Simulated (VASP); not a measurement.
Here is a VASP 6.6.1 calculation.

File POSCAR:

```
SiC
1.0
    0.0000000000      2.1780523476      2.1780523476
    2.1780523476      0.0000000000      2.1780523476
    2.1780523476      2.1780523476      0.0000000000
Si C
1 1
Direct
    0.0000000000      0.0000000000      0.0000000000
    0.2500000000      0.2500000000      0.2500000000
```

File INCAR.step1:

```
SYSTEM = SiC
PREC = Accurate
ENCUT = 520
EDIFF = 1E-5
ISMEAR = 0
SIGMA = 0.01
LREAL = .FALSE.
LASPH = .TRUE.
NELM = 100
ALGO = Normal
ISIF = 2
LWAVE = .TRUE.
NBANDS = 11
GGA = PE
```

Contents of INCAR.step2:

```
SYSTEM = SiC
PREC = Accurate
ENCUT = 520
EDIFF = 1E-6
ISMEAR = 0
SIGMA = 0.01
LREAL = .FALSE.
LASPH = .TRUE.
NELM = 100
ALGO = Normal
ISIF = 2
LWAVE = .FALSE.
LCHARG = .TRUE.
GGA = PE
LHFCALC = .TRUE.
HFSCREEN = 0.2079
PRECFOCK = Normal
LELF = .TRUE.
LVHAR = .TRUE.
NBANDS = 11
ISTART = 1
```

The input KPOINTS:

```
Automatic mesh
0
G
  6 6 6
  0 0 0
```

Potentials or basis: VASP PAW PBE potentials, release 64 (Si, C).

Run with:

```sh
$ cat potpaw_PBE.64/Si/POTCAR potpaw_PBE.64/C/POTCAR > POTCAR
$ cp INCAR.step1 INCAR
$ mpirun -np 1 vasp_std > vasp.out
$ cp INCAR.step2 INCAR
$ mpirun -np 1 vasp_std > vasp.out
```

What does it give for the band gap on the k mesh?

2.23 eV (least direct gap 5.73 eV).

Predict the pressure.

-1.5 GPa.

Caveat: the PAW data sets were made with another functional, which shifts forces and pressure a little. A k mesh can miss the band edges.
